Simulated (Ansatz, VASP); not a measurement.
# Two plane-wave programs on BaS

```
Ba S
1.0
     0.00000    3.21180    3.21180
     3.21180    0.00000    3.21180
     3.21180    3.21180    0.00000
Ba S
1 1
Cartesian
  0.0000 0.0000 0.0000
  3.2118 3.2118 3.2118
```

Alike in both runs: task single point; functional PBE; k mesh 6 × 6 × 6; no spin polarisation.

|  | VASP | Ansatz |
| --- | --- | --- |
| version | VASP 6.6.1 | Ansatz 0.2.0 |
| potentials or method | VASP PAW PBE potentials, release 64 (Ba_sv, S) | plane waves, PAW |
| plane-wave cutoff (eV) | 520 | 420 |
| occupations | gaussian, width 0.01 eV | fixed |
| valence electrons in the cell | 16 | 16 |

```csv
,VASP,Ansatz,Ansatz less VASP
gap on the k mesh at the Fermi level (eV),2.13,2.23,+0.095
```

Spin-orbit coupling is off throughout.
